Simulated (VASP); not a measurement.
# NaI (Pm-3m) in VASP: settings compared, part 2 of 3

VASP 6.6.1.

## (3) Single point, PBE

This run uses another cell than the first one, of 33.52 Å³/atom.

INCAR

```
SYSTEM = NaI
PREC = Accurate
ENCUT = 520
EDIFF = 1E-6
ISMEAR = -1
SIGMA = 0.02
LREAL = .False.
LASPH = .True.
NELM = 60
ALGO = Normal
ISIF = 2
LWAVE = .False.
LCHARG = .False.
GGA = PE
NBANDS = 14
```

KPOINTS

```
Automatic mesh
0
Gamma
  6 6 6
  0 0 0
```

POSCAR

```
NaI
1.0
    4.0624249601      0.0000000000      0.0000000000
    0.0000000000      4.0624249601      0.0000000000
    0.0000000000      0.0000000000      4.0624249601
Na I
1 1
Direct
    0.0000000000      0.0000000000      0.0000000000
    0.5000000000      0.5000000000      0.5000000000
```

Potentials or basis: VASP PAW PBE potentials, release 64 (Na_pv, I).

On the command line:

```bash
cat potpaw_PBE.64/Na_pv/POTCAR potpaw_PBE.64/I/POTCAR > POTCAR
mpirun -np 1 vasp_std > vasp.out
```

Run time: 20 s. Hardware: 1 thread of Intel Xeon 8259CL, shared host; peak memory 0.17 GiB.

The run converged. Its results:

```yaml
Free_energy: -5.0738 eV
Pressure: 0.0 GPa
Band_gap_on_the_k_mesh: 2.27 eV (least direct gap 2.82 eV)
```

Levels at points of the mesh, in eV from the valence-band top:
| k point | band 3 | band 4 | band 5 | band 6 | band 7 | band 8 | band 9 | band 10 | band 11 | band 12 |
| --- | --- | --- | --- | --- | --- | --- | --- | --- | --- | --- |
| (0.00, 0.00, 0.00) | -23.71 | -11.76 | -0.63 | -0.63 | -0.63 | 2.27 | 5.63 | 5.63 | 11.12 | 11.12 |
| (0.50, 0.00, 0.00) | -23.71 | -11.44 | -3.18 | -0.31 | -0.31 | 4.62 | 6.22 | 7.08 | 7.89 | 7.89 |
| (0.50, 0.50, 0.00) | -23.70 | -11.17 | -2.52 | -2.52 | 0.00 | 2.82 | 6.99 | 8.20 | 8.20 | 8.88 |
| (0.50, 0.50, 0.50) | -23.71 | -10.91 | -2.04 | -2.04 | -2.04 | 4.21 | 4.21 | 4.21 | 6.51 | 13.45 |

Caveat: the structure was generated, so it needn't be the stable form of NaI; spin-orbit coupling is left out, which moves the levels of the heavy elements. A k mesh can miss the band edges.

## (4) Single point, r2SCAN

POSCAR

```
NaI
1.0
    4.0405366006      0.0000000000      0.0000000000
    0.0000000000      4.0405366006      0.0000000000
    0.0000000000      0.0000000000      4.0405366006
Na I
1 1
Direct
    0.0000000000      0.0000000000      0.0000000000
    0.5000000000      0.5000000000      0.5000000000
```

INCAR.step1

```
  ALGO = Normal
  EDIFF = 1E-4
  ENCUT = 520
  GGA = PE
  ISMEAR = -1
  LASPH = T
  LCHARG = F
  LREAL = F
  LWAVE = T
  NBANDS = 14
  NELM = 80
  PREC = Accurate
  SIGMA = 0.02
```

INCAR.step2

```
  ALGO = Normal
  EDIFF = 1E-6
  ENCUT = 520
  ISIF = 2
  ISMEAR = -1
  ISTART = 1
  LASPH = T
  LCHARG = F
  LMIXTAU = T
  LREAL = F
  LWAVE = F
  METAGGA = R2SCAN
  NBANDS = 14
  NELM = 80
  PREC = Accurate
  SIGMA = 0.02
```

KPOINTS

```
k-points
0
Gamma
  6 6 6
```

On the command line:

```bash
cat potpaw_PBE.64/Na_pv/POTCAR potpaw_PBE.64/I/POTCAR > POTCAR
cp INCAR.step1 INCAR
mpirun -np 1 vasp_std > vasp.out
cp INCAR.step2 INCAR
mpirun -np 1 vasp_std > vasp.out
```

It took 90 s on 1 thread of Intel Xeon 8259CL, shared host; peak memory 0.18 GiB.

Results (log left out):

* Free energy: -30.7301 eV
* Pressure: 0.0 GPa
* Band gap on the k mesh: 3.07 eV (least direct gap 3.36 eV)

Levels at points of the mesh, in eV from the valence-band top:
```
           k point  band 3  band 4  band 5  band 6  band 7  band 8  band 9  band 10  band 11  band 12
(0.00, 0.00, 0.00)  -24.56  -12.18   -0.67   -0.67   -0.67    3.07    6.11     6.11    12.23    12.23
(0.50, 0.00, 0.00)  -24.56  -11.83   -3.30   -0.34   -0.34    5.33    7.17     7.67     8.52     8.52
(0.50, 0.50, 0.00)  -24.56  -11.53   -2.65   -2.65    0.00    3.36    7.69     9.03     9.03     9.41
(0.50, 0.50, 0.50)  -24.57  -11.23   -2.16   -2.16   -2.16    4.66    4.66     4.66     7.56    14.66
```

Caveat: the structure was generated, so it needn't be the stable form of NaI; the PAW data sets were made with another functional, which shifts forces and pressure a little; spin-orbit coupling is left out, which moves the levels of the heavy elements. A k mesh can miss the band edges.

## (5) Single point, r2SCAN

POSCAR is that of step 4.

INCAR.step1

```
SYSTEM = NaI
  PREC = Accurate
  ENCUT = 520
  ISMEAR = 0
  SIGMA = 0.01
  LREAL = .False.
  LASPH = .True.
  NELM = 100
  NBANDS = 14
  GGA = PE
  ALGO = Normal
  EDIFF = 1E-4
  LWAVE = .True.
  LCHARG = .False.
```

INCAR.step2

```
SYSTEM = NaI
  PREC = Accurate
  ENCUT = 520
  EDIFF = 1E-7
  ISMEAR = 0
  SIGMA = 0.01
  LREAL = .False.
  LASPH = .True.
  NELM = 100
  ALGO = Normal
  ISIF = 2
  LWAVE = .False.
  LCHARG = .False.
  METAGGA = R2SCAN
  LMIXTAU = .True.
  NBANDS = 14
  ISTART = 1
```

KPOINTS

```
Automatic mesh
0
Gamma
  6 6 6
  0 0 0
```

Potentials or basis: VASP PAW PBE potentials, release 64 (Na_pv, I).

On the command line:

```bash
cat potpaw_PBE.64/Na_pv/POTCAR potpaw_PBE.64/I/POTCAR > POTCAR
cp INCAR.step1 INCAR
mpirun -np 1 vasp_std > vasp.out
cp INCAR.step2 INCAR
mpirun -np 1 vasp_std > vasp.out
```

OUTCAR:

```text
SYSTEM = NaI
   PREC = Accurate
   ENCUT = 520
   EDIFF = 1E-7
   ISMEAR = 0
   LREAL = .False.
   LASPH = .True.
   NELM = 100
   ISIF = 2
   METAGGA = R2SCAN
   ISTART = 1

 ion  position               nearest neighbor table
   1  0.000  0.000  0.000-
   2  0.500  0.500  0.500-

  LATTYP: Found a simple cubic cell.
 ALAT       =     4.0405366006

  Lattice vectors:

 A1 = (   4.0405366006,   0.0000000000,   0.0000000000)
 A2 = (   0.0000000000,   4.0405366006,   0.0000000000)
 A3 = (   0.0000000000,   0.0000000000,   4.0405366006)

Analysis of symmetry for initial positions (statically):
=====================================================================
 Subroutine PRICEL returns:
 Original cell was already a primitive cell.

 Routine SETGRP: Setting up the symmetry group for a
 simple cubic supercell.

 Subroutine GETGRP returns: Found 48 space group operations
 (whereof 48 operations were pure point group operations)
 out of a pool of 48 trial point group operations.

The static configuration has the point symmetry O_h .

Analysis of symmetry for dynamics (positions and initial velocities):
=====================================================================
 Subroutine PRICEL returns:
 Original cell was already a primitive cell.

 Routine SETGRP: Setting up the symmetry group for a
 simple cubic supercell.

 Subroutine GETGRP returns: Found 48 space group operations
 (whereof 48 operations were pure point group operations)
 out of a pool of 48 trial point group operations.

The dynamic configuration has the point symmetry O_h .

 Subroutine INISYM returns: Found 48 space group operations
 (whereof 48 operations are pure point group operations),
 and found     1 'primitive' translations

----------------------------------------------------------------------------------------

                                     Primitive cell

  volume of cell :      65.9655

  direct lattice vectors                    reciprocal lattice vectors
     4.040536601  0.000000000  0.000000000     0.247491880  0.000000000  0.000000000
     0.000000000  4.040536601  0.000000000     0.000000000  0.247491880  0.000000000
     0.000000000  0.000000000  4.040536601     0.000000000  0.000000000  0.247491880

  length of vectors
     4.040536601  4.040536601  4.040536601     0.247491880  0.247491880  0.247491880

  position of ions in fractional coordinates (direct lattice)
     0.000000000  0.000000000  0.000000000
     0.500000000  0.500000000  0.500000000

  ion indices of the primitive-cell ions
   primitive index   ion index
                 1           1
                 2           2

----------------------------------------------------------------------------------------

 KPOINTS: Automatic mesh

Automatic generation of k-mesh.
 Grid dimensions read from file:
 generate k-points for:    6    6    6

 Generating k-lattice:

  Cartesian coordinates                     Fractional coordinates (reciprocal lattice)
     0.041248647  0.000000000  0.000000000     0.166666667  0.000000000  0.000000000
     0.000000000  0.041248647  0.000000000     0.000000000  0.166666667  0.000000000
     0.000000000  0.000000000  0.041248647     0.000000000  0.000000000  0.166666667

  Length of vectors
     0.041248647  0.041248647  0.041248647

  Shift w.r.t. Gamma in fractional coordinates (k-lattice)
     0.000000000  0.000000000  0.000000000

 Subroutine IBZKPT returns following result:
 ===========================================

 Found     20 irreducible k-points:

 Following reciprocal coordinates:
            Coordinates               Weight
  0.000000  0.000000  0.000000      1.000000
  0.166667  0.000000  0.000000      6.000000
  0.333333  0.000000  0.000000      6.000000
  0.500000  0.000000  0.000000      3.000000
  0.166667  0.166667  0.000000     12.000000
  0.333333  0.166667  0.000000     24.000000
[... 12 lines left out ...]
  0.500000  0.500000  0.333333      6.000000
  0.500000  0.500000  0.500000      1.000000
   k-points           NKPTS =     20   k-points in BZ     NKDIM =     20   number of bands    NBANDS=     14
   number of dos      NEDOS =    301   number of ions     NIONS =      2
   total plane-waves  NPLWV =  27000
   dimension x,y,z NGX =    30 NGY =   30 NGZ =   30
   dimension x,y,z NGXF=    60 NGYF=   60 NGZF=   60
   ions per type =               1   1
   NGX,Y,Z   is equivalent  to a cutoff of  12.34, 12.34, 12.34 a.u.
   NGXF,Y,Z  is equivalent  to a cutoff of  24.69, 24.69, 24.69 a.u.
 SYSTEM =  NaI
   PREC   = accura    normal or accurate (medium, high low for compatibility)
   ISTART =      1    job   : 0-new  1-cont  2-samecut
   ICHARG =      0    charge: 1-file 2-atom 10-const
   ISPIN  =      1    spin polarized calculation?
   LNONCOLLINEAR =      F non collinear calculations
   LSORBIT =      F    spin-orbit coupling
   LASPH  =      T    aspherical Exc in radial PAW
   ENCUT  =  520.0 eV  38.22 Ry    6.18 a.u.   7.51  7.51  7.51*2*pi/ulx,y,z
   NELM   =    100;   NELMIN=  2; NELMDL=  0     # of ELM steps
   EDIFF  = 0.1E-06   stopping-criterion for ELM
   LREAL  =      F    real-space projection
   EDIFFG = 0.1E-05   stopping-criterion for IOM
   NSW    =      0    number of steps for IOM
   IBRION =     -1    ionic relax: 0-MD 1-quasi-New 2-CG
   NFREE  =      0    steps in history (QN), initial steepest desc. (CG)
   ISIF   =      2    stress and relaxation
   ISYM   =      2    0-nonsym 1-usesym 2-fastsym
   POTIM  = 0.5000    time-step for ionic-motion
   TEBEG  =    0.0;   TEEND  =   0.0 temperature during run
   PSTRESS=    0.0 pullay stress
   NELECT =      14.0000    total number of electrons
   NUPDOWN=      -1.0000    fix difference up-down
   EMIN   =  10.00;   EMAX   =-10.00  energy-range for DOS
   EFERMI =   0.00;   METHOD = LEGACY
   ISMEAR =     0;   SIGMA  =   0.01  broadening in eV -4-tet -1-fermi 0-gaus
   EFERMI_NEDOS =   21; number of points for ismear=-14 and -15
   IALGO  =     38    algorithm
   IMIX   =      4    mixing-type and parameters
     AMIX     =   0.40;   BMIX     =  1.00
     AMIX_MAG =   1.60;   BMIX_MAG =  1.00
  volume/ion in A,a.u.               =      32.98       222.58
  Fermi-wavevector in a.u.,A,eV,Ry     =   0.976514  1.845344 12.974237  0.953580
  Thomas-Fermi vector in A             =   2.107139
   LORBIT       =      0    0 simple, 1 ext, 2 COOP (PROOUT), +10 PAW based schemes
   METAGGA = R2SCAN    functional components
   LHFCALC =     F    Hartree Fock is set to
   AEXX    =    0.0000 exact exchange contribution
   IVDW    =     0    specifies the selected vdW correction
   LEPSILON=     F    determine dielectric tensor
   LRPA    =     F    only Hartree local field effects (RPA)
 non-spin polarized calculation
 Gauss-broadening in eV      SIGMA  =   0.01
  energy-cutoff  :      520.00
  volume of cell :       65.97
 maximum number of plane-waves:      1800
   NGX = 15   NGY = 15   NGZ = 15

 number of electron      13.9999980 magnetization

 Free energy of the ion-electron system (eV)
  ---------------------------------------------------
  ext. energy  EPLUGINS =         0.00000000
  ---------------------------------------------------
  free energy    TOTEN  =       -30.73009279 eV

  energy without entropy =      -30.73009279  energy(sigma->0) =      -30.73009279

 E-fermi :   1.7821     XC(G=0):  -8.2181

 val. band max:        1.6701376175   @ k =   0.5000   0.5000   0.0000
 cond. band min:       4.7394291570   @ k =   0.0000   0.0000   0.0000
 fundamental gap:      3.0692915395
 Fermi energy:         1.7821483166

 k-point     1 :       0.0000    0.0000    0.0000
  band No.  band energies     occupation
      1     -22.8936      2.00000
      2     -22.8936      2.00000
      3     -22.8936      2.00000
      4     -10.5097      2.00000
      5       0.9994      2.00000
      6       0.9994      2.00000
      7       0.9994      2.00000
      8       4.7394      0.00000
      9       7.7823      0.00000
     10       7.7823      0.00000
     11      13.8964      0.00000
     12      13.8964      0.00000
     13      13.8964      0.00000
     14      14.1391      0.00000
[... 309 lines left out ...]
      1     -22.8989      2.00000
      2     -22.8989      2.00000
      3     -22.8989      2.00000
      4      -9.5562      2.00000
      5      -0.4892      2.00000
      6      -0.4892      2.00000
      7      -0.4892      2.00000
      8       6.3336      0.00000
      9       6.3336      0.00000
     10       6.3336      0.00000
     11       9.2335      0.00000
     12      16.3253      0.00000
     13      16.3253      0.00000
     14      16.3253      0.00000

------------------------ aborting loop because EDIFF is reached ----------------------------------------

  FORCE on cell =-STRESS in cart. coord.  units (eV):
  Direction    XX          YY          ZZ          XY          YZ          ZX
  --------------------------------------------------------------------------------------
  -------------------------------------------------------------------------------------
  Total       -0.0020184     -0.0020184     -0.0020184      0.0000000     -0.0000000      0.0000000
  in kB       -0.0490238     -0.0490238     -0.0490238      0.0000000     -0.0000000      0.0000000
  external PRESSURE =      -0.0490238 kB  Pullay stress =       0.0000000 kB

 VOLUME and BASIS-vectors are now :
 -----------------------------------------------------------------------------
  energy-cutoff  :      520.00
  volume of cell :       65.97
      direct lattice vectors                 reciprocal lattice vectors
     4.040536601  0.000000000  0.000000000     0.247491880  0.000000000  0.000000000
     0.000000000  4.040536601  0.000000000     0.000000000  0.247491880  0.000000000
     0.000000000  0.000000000  4.040536601     0.000000000  0.000000000  0.247491880

 POSITION                                       TOTAL-FORCE (eV/Angst)
 -----------------------------------------------------------------------------------
      0.00000      0.00000      0.00000         0.000000      0.000000      0.000000
      2.02027      2.02027      2.02027         0.000000      0.000000      0.000000
 -----------------------------------------------------------------------------------
    total drift:                                0.000000     -0.000000     -0.000000

  FREE ENERGIE OF THE ION-ELECTRON SYSTEM (eV)
  ---------------------------------------------------
  free  energy   TOTEN  =       -30.7300927858 eV

  energy  without entropy=      -30.7300927858  energy(sigma->0) =      -30.73009279
```

Run time: 1.9 min. Hardware: 1 thread of Intel Xeon 8259CL, shared host; peak memory 0.18 GiB.

What came out:

| Item | Value |
| --- | --- |
| Free energy | -30.7301 eV |
| Pressure | 0.0 GPa |
| Band gap on the k mesh | 3.07 eV (least direct gap 3.36 eV) |

Caveat: the structure was generated, so it needn't be the stable form of NaI; the PAW data sets were made with another functional, which shifts forces and pressure a little; spin-orbit coupling is left out, which moves the levels of the heavy elements. A k mesh can miss the band edges.

[end of part 2 of 3]
